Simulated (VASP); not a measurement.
# P (P6_3/mmc) in VASP: settings compared

Aim: see how the results for P move with the level of theory and the settings. Levels: r2SCAN, r2SCAN0. Tasks: single point.

Program: VASP 6.6.1. These are calculated values, not measurements. Logs are shortened: lines on timing, memory, paths and dates and some standing lists are left out, and cuts for length are marked.

## Step 1: The cell of the first run

It takes space group P6_3/mmc (No. 194, hexagonal). The conventional cell has a = 3.285 Å, b = 3.285 Å, c = 3.212 Å, α = 90.00°, β = 90.00°, γ = 120.00°. Within 3.3 Å of P (site symmetry -6m2) lie 14 P at 2.49 to 3.28 Å.

This isn't the form of P at room conditions, which is orthorhombic.

## Step 2: Single point, r2SCAN

Contents of POSCAR:

```
P
1.0
    3.2849270082      0.0000000000      0.0000000000
   -1.6424635041      2.8448302387      0.0000000000
    0.0000000000      0.0000000000      3.2119763368
P
2
Direct
    0.3333333333      0.6666666667      0.2500000000
    0.6666666667      0.3333333333      0.7500000000
```

Contents of INCAR.step1:

```
PREC     = Accurate       # precision mode
ENCUT    = 520            # plane-wave cutoff, eV
ISMEAR   = -1             # smearing method
SIGMA    = 0.1            # smearing width, eV
LREAL    = F              # projectors in reciprocal space
LASPH    = T              # aspherical terms in the spheres
NELM     = 80             # most SCF steps
NBANDS   = 12             # bands
GGA      = PE             # functional
ALGO     = Normal         # electronic algorithm
EDIFF    = 1E-4           # SCF threshold, eV
LWAVE    = T              # write WAVECAR
LCHARG   = F              # write CHGCAR
```

Contents of INCAR.step2:

```
PREC     = Accurate       # precision mode
ENCUT    = 520            # plane-wave cutoff, eV
EDIFF    = 1E-6           # SCF threshold, eV
ISMEAR   = -1             # smearing method
SIGMA    = 0.1            # smearing width, eV
LREAL    = F              # projectors in reciprocal space
LASPH    = T              # aspherical terms in the spheres
NELM     = 80             # most SCF steps
ALGO     = Normal         # electronic algorithm
ISIF     = 2              # what is computed and relaxed
LWAVE    = F              # write WAVECAR
LCHARG   = F              # write CHGCAR
METAGGA  = R2SCAN         # meta-GGA
LMIXTAU  = T            
NBANDS   = 12             # bands
ISTART   = 1
```

Contents of KPOINTS:

```
Automatic mesh
0
Gamma
  6 6 5
```

Potentials or basis: VASP PAW PBE potentials, release 64 (P).

The run is started by

```console
$ cat potpaw_PBE.64/P/POTCAR > POTCAR
$ cp INCAR.step1 INCAR
$ mpirun -np 1 vasp_std > vasp.out
$ cp INCAR.step2 INCAR
$ mpirun -np 1 vasp_std > vasp.out
```

OUTCAR:

```text
PREC = Accurate
   ENCUT = 520
   EDIFF = 1E-6
   ISMEAR = -1
   LREAL = F
   LASPH = T
   NELM = 80
   ISIF = 2
   METAGGA = R2SCAN
   ISTART = 1

 ion  position               nearest neighbor table
   1  0.333  0.667  0.250-   2 2.49   2 2.49   2 2.49   2 2.49   2 2.49   2 2.49
   2  0.667  0.333  0.750-   1 2.49   1 2.49   1 2.49   1 2.49   1 2.49   1 2.49

  LATTYP: Found a hexagonal cell.
 ALAT       =     3.2849270082
 C/A-ratio  =     0.9777923006

  Lattice vectors:

 A1 = (   3.2849270082,   0.0000000000,   0.0000000000)
 A2 = (  -1.6424635041,   2.8448302387,   0.0000000000)
 A3 = (   0.0000000000,   0.0000000000,   3.2119763368)

Analysis of symmetry for initial positions (statically):
=====================================================================
 Subroutine PRICEL returns:
 Original cell was already a primitive cell.

 Routine SETGRP: Setting up the symmetry group for a
 hexagonal supercell.

 Subroutine GETGRP returns: Found 24 space group operations
 (whereof 12 operations were pure point group operations)
 out of a pool of 24 trial point group operations.

The static configuration has the point symmetry D_3d.
 The point group associated with its full space group is D_6h.

Analysis of symmetry for dynamics (positions and initial velocities):
=====================================================================
 Subroutine PRICEL returns:
 Original cell was already a primitive cell.

 Routine SETGRP: Setting up the symmetry group for a
 hexagonal supercell.

 Subroutine GETGRP returns: Found 24 space group operations
 (whereof 12 operations were pure point group operations)
 out of a pool of 24 trial point group operations.

The dynamic configuration has the point symmetry D_3d.
 The point group associated with its full space group is D_6h.

 Subroutine INISYM returns: Found 24 space group operations
 (whereof 12 operations are pure point group operations),
 and found     1 'primitive' translations

----------------------------------------------------------------------------------------

                                     Primitive cell

  volume of cell :      30.0161

  direct lattice vectors                    reciprocal lattice vectors
     3.284927008  0.000000000  0.000000000     0.304420767  0.175757412  0.000000000
    -1.642463504  2.844830239  0.000000000     0.000000000  0.351514824  0.000000000
     0.000000000  0.000000000  3.211976337     0.000000000  0.000000000  0.311334797

  length of vectors
     3.284927008  3.284927008  3.211976337     0.351514824  0.351514824  0.311334797

  position of ions in fractional coordinates (direct lattice)
     0.333333333  0.666666667  0.250000000
     0.666666667  0.333333333  0.750000000

  ion indices of the primitive-cell ions
   primitive index   ion index
                 1           1
                 2           2

----------------------------------------------------------------------------------------

 KPOINTS: Automatic mesh

Automatic generation of k-mesh.
 Grid dimensions read from file:
 generate k-points for:    6    6    5

 Generating k-lattice:

  Cartesian coordinates                     Fractional coordinates (reciprocal lattice)
     0.050736795  0.029292902  0.000000000     0.166666667  0.000000000  0.000000000
     0.000000000  0.058585804  0.000000000     0.000000000  0.166666667  0.000000000
     0.000000000  0.000000000  0.062266959     0.000000000  0.000000000  0.200000000

  Length of vectors
     0.058585804  0.058585804  0.062266959

  Shift w.r.t. Gamma in fractional coordinates (k-lattice)
     0.000000000  0.000000000  0.000000000

 Subroutine IBZKPT returns following result:
 ===========================================

 Found     21 irreducible k-points:

 Following reciprocal coordinates:
            Coordinates               Weight
  0.000000  0.000000  0.000000      1.000000
  0.166667  0.000000  0.000000      6.000000
  0.333333 -0.000000  0.000000      6.000000
  0.500000 -0.000000  0.000000      3.000000
  0.166667  0.166667  0.000000      6.000000
  0.333333  0.166667  0.000000     12.000000
[... 13 lines left out ...]
  0.333333  0.166667  0.400000     24.000000
  0.333333  0.333333  0.400000      4.000000
   k-points           NKPTS =     21   k-points in BZ     NKDIM =     21   number of bands    NBANDS=     12
   number of dos      NEDOS =    301   number of ions     NIONS =      2
   total plane-waves  NPLWV =  13824
   dimension x,y,z NGX =    24 NGY =   24 NGZ =   24
   dimension x,y,z NGXF=    48 NGYF=   48 NGZF=   48
   ions per type =               2
   NGX,Y,Z   is equivalent  to a cutoff of  12.15, 12.15, 12.42 a.u.
   NGXF,Y,Z  is equivalent  to a cutoff of  24.29, 24.29, 24.84 a.u.
 SYSTEM =  unknown system
   PREC   = accura    normal or accurate (medium, high low for compatibility)
   ISTART =      1    job   : 0-new  1-cont  2-samecut
   ICHARG =      0    charge: 1-file 2-atom 10-const
   ISPIN  =      1    spin polarized calculation?
   LNONCOLLINEAR =      F non collinear calculations
   LSORBIT =      F    spin-orbit coupling
   LASPH  =      T    aspherical Exc in radial PAW
   ENCUT  =  520.0 eV  38.22 Ry    6.18 a.u.   6.11  6.11  5.97*2*pi/ulx,y,z
   NELM   =     80;   NELMIN=  2; NELMDL=  0     # of ELM steps
   EDIFF  = 0.1E-05   stopping-criterion for ELM
   LREAL  =      F    real-space projection
   EDIFFG = 0.1E-04   stopping-criterion for IOM
   NSW    =      0    number of steps for IOM
   IBRION =     -1    ionic relax: 0-MD 1-quasi-New 2-CG
   NFREE  =      0    steps in history (QN), initial steepest desc. (CG)
   ISIF   =      2    stress and relaxation
   ISYM   =      2    0-nonsym 1-usesym 2-fastsym
   POTIM  = 0.5000    time-step for ionic-motion
   TEBEG  =    0.0;   TEEND  =   0.0 temperature during run
   PSTRESS=    0.0 pullay stress
   NELECT =      10.0000    total number of electrons
   NUPDOWN=      -1.0000    fix difference up-down
   EMIN   =  10.00;   EMAX   =-10.00  energy-range for DOS
   EFERMI =   0.00;   METHOD = LEGACY
   ISMEAR =    -1;   SIGMA  =   0.10  broadening in eV -4-tet -1-fermi 0-gaus
   EFERMI_NEDOS =   21; number of points for ismear=-14 and -15
   IALGO  =     38    algorithm
   IMIX   =      4    mixing-type and parameters
     AMIX     =   0.40;   BMIX     =  1.00
     AMIX_MAG =   1.60;   BMIX_MAG =  1.00
  volume/ion in A,a.u.               =      15.01       101.28
  Fermi-wavevector in a.u.,A,eV,Ry     =   1.134898  2.144646 17.524204  1.287993
  Thomas-Fermi vector in A             =   2.271602
   LORBIT       =      0    0 simple, 1 ext, 2 COOP (PROOUT), +10 PAW based schemes
   METAGGA = R2SCAN    functional components
   LHFCALC =     F    Hartree Fock is set to
   AEXX    =    0.0000 exact exchange contribution
   IVDW    =     0    specifies the selected vdW correction
   LEPSILON=     F    determine dielectric tensor
   LRPA    =     F    only Hartree local field effects (RPA)
 non-spin polarized calculation
  energy-cutoff  :      520.00
  volume of cell :       30.02
 maximum number of plane-waves:       828
   NGX = 13   NGY = 13   NGZ = 11

 number of electron       9.9999997 magnetization

 Free energy of the ion-electron system (eV)
  ---------------------------------------------------
  ext. energy  EPLUGINS =         0.00000000
  ---------------------------------------------------
  free energy    TOTEN  =       -16.97884684 eV

  energy without entropy =      -16.95744657  energy(sigma->0) =      -16.96814670

 E-fermi :   9.3315     XC(G=0): -11.7522

 val. band max:        9.2695447293   @ k =   0.3333   0.3333   0.0000
 cond. band min:       9.6817169744   @ k =   0.5000  -0.0000   0.4000
 fundamental gap:      0.4121722451
 Fermi energy:         9.3315060142

 k-point     1 :       0.0000    0.0000    0.0000
  band No.  band energies     occupation
      1      -7.8905      2.00000
      2       5.0290      2.00000
      3       5.9815      2.00000
      4       7.3060      2.00000
      5       7.3060      2.00000
      6      11.6155      0.00000
      7      11.6155      0.00000
      8      12.4806      0.00000
      9      17.9592      0.00000
     10      18.8306      0.00000
     11      21.4349      0.00000
     12      21.4349      0.00000

 k-point     2 :       0.1667    0.0000    0.0000
  band No.  band energies     occupation
      1      -7.4174      2.00000
      2       3.5549      2.00000
      3       5.4549      2.00000
      4       6.4162      2.00000
      5       7.6375      2.00000
      6      10.9867      0.00000
      7      13.1237      0.00000
      8      14.7408      0.00000
      9      15.5987      0.00000
     10      18.9464      0.00000
     11      20.6205      0.00000
     12      21.5810      0.00000

 k-point     3 :       0.3333   -0.0000    0.0000
  band No.  band energies     occupation
      1      -6.0513      2.00000
      2      -0.0175      2.00000
      3       5.3221      2.00000
      4       6.6675      2.00000
      5       7.8582      2.00000
      6      10.8976      0.00000
      7      12.3777      0.00000
      8      15.3589      0.00000
      9      15.4236      0.00000
     10      19.5353      0.00000
     11      19.7333      0.00000
     12      21.8619      0.00000

 k-point     4 :       0.5000   -0.0000    0.0000
  band No.  band energies     occupation
      1      -4.5751      2.00000
      2      -2.3022      2.00000
      3       4.9162      2.00000
      4       7.7498      2.00000
      5       7.8798      2.00000
      6      10.4400      0.00003
      7      12.4558      0.00000
      8      12.8891      0.00000
      9      16.2423      0.00000
     10      19.1209      0.00000
     11      21.8404      0.00000
     12      23.2338      0.00000

 k-point     5 :       0.1667    0.1667    0.0000
  band No.  band energies     occupation
      1      -6.4914      2.00000
      2       1.1951      2.00000
      3       4.3906      2.00000
      4       6.2829      2.00000
      5       8.6813      1.99700
      6      12.1137      0.00000
      7      13.2568      0.00000
      8      13.3088      0.00000
      9      16.8809      0.00000
     10      17.3868      0.00000
     11      18.7714      0.00000
     12      22.1466      0.00000
[... 183 lines left out ...]
      1      -2.4272      2.00000
      2      -0.7218      2.00000
      3       1.3147      2.00000
      4       3.0481      2.00000
      5       7.0556      2.00000
      6       9.6817      0.05850
      7      10.9656      0.00000
      8      13.5030      0.00000
      9      21.6661      0.00000
     10      23.0719      0.00000
     11      24.4854      0.00000
     12      25.1942      0.00000

 k-point    19 :       0.1667    0.1667    0.4000
  band No.  band energies     occupation
      1      -4.2411      2.00000
      2      -1.5301      2.00000
      3       3.8410      2.00000
      4       6.1725      2.00000
      5       6.8244      2.00000
      6       9.2236      1.49273
      7      13.9785      0.00000
      8      14.4182      0.00000
      9      18.1222      0.00000
     10      18.8054      0.00000
     11      20.6267      0.00000
     12      22.8799      0.00000

 k-point    20 :       0.3333    0.1667    0.4000
  band No.  band energies     occupation
      1      -2.6328      2.00000
      2      -0.5175      2.00000
      3       1.6694      2.00000
      4       3.7291      2.00000
      5       5.3023      2.00000
      6       7.9887      2.00000
      7      13.7406      0.00000
      8      15.6808      0.00000
      9      19.9158      0.00000
     10      21.4443      0.00000
     11      23.1679      0.00000
     12      25.5831      0.00000

 k-point    21 :       0.3333    0.3333    0.4000
  band No.  band energies     occupation
      1      -1.1342      2.00000
      2      -1.1342      2.00000
      3       2.4865      2.00000
      4       2.4865      2.00000
      5       3.8278      2.00000
      6       6.6149      2.00000
      7      16.7762      0.00000
      8      16.7762      0.00000
      9      19.4377      0.00000
     10      22.2633      0.00000
     11      23.8966      0.00000
     12      23.8966      0.00000

------------------------ aborting loop because EDIFF is reached ----------------------------------------

  FORCE on cell =-STRESS in cart. coord.  units (eV):
  Direction    XX          YY          ZZ          XY          YZ          ZX
  --------------------------------------------------------------------------------------
  -------------------------------------------------------------------------------------
  Total       -0.0242186     -0.0242186     -0.2182333     -0.0000000      0.0000000      0.0000000
  in kB       -1.2927236     -1.2927236    -11.6486950     -0.0000000      0.0000000      0.0000000
  external PRESSURE =      -4.7447141 kB  Pullay stress =       0.0000000 kB

 VOLUME and BASIS-vectors are now :
 -----------------------------------------------------------------------------
  energy-cutoff  :      520.00
  volume of cell :       30.02
      direct lattice vectors                 reciprocal lattice vectors
     3.284927008  0.000000000  0.000000000     0.304420767  0.175757412  0.000000000
    -1.642463504  2.844830239  0.000000000     0.000000000  0.351514824  0.000000000
     0.000000000  0.000000000  3.211976337     0.000000000  0.000000000  0.311334797

 POSITION                                       TOTAL-FORCE (eV/Angst)
 -----------------------------------------------------------------------------------
     -0.00000      1.89655      0.80299         0.000000     -0.000000      0.000000
      1.64246      0.94828      2.40898        -0.000000      0.000000      0.000000
 -----------------------------------------------------------------------------------
    total drift:                                0.000000     -0.000000      0.000000

  FREE ENERGIE OF THE ION-ELECTRON SYSTEM (eV)
  ---------------------------------------------------
  free  energy   TOTEN  =       -16.9788468360 eV

  energy  without entropy=      -16.9574465717  energy(sigma->0) =      -16.96814670
```

Wall time 34 s (1 thread of Oxide Virtual Turin-like, shared host); peak memory 0.11 GiB.

What came out:

```yaml
Free_energy: -16.9788 eV
Pressure: -0.5 GPa
Band_gap_on_the_k_mesh: zero (bands 5 and 6 overlap by 4.58 eV)
```

Levels at points of the mesh, in eV from the Fermi level:
| k point | band 2 | band 3 | band 4 | band 5 | band 6 | band 7 | band 8 | band 9 |
| --- | --- | --- | --- | --- | --- | --- | --- | --- |
| (0.00, 0.00, 0.00) | -4.30 | -3.35 | -2.03 | -2.03 | 2.28 | 2.28 | 3.15 | 8.63 |
| (0.50, 0.00, 0.00) | -11.63 | -4.42 | -1.58 | -1.45 | 1.11 | 3.12 | 3.56 | 6.91 |

Caveat: the k points lie up to 0.39 Å⁻¹ apart, too coarse for converged energies and pressures of a metal; the PAW data sets were made with another functional, which shifts forces and pressure a little.

(Part 1 of 2 ends here.)

The gap in the log of VASP goes by the Fermi energy; the results here count the filled bands.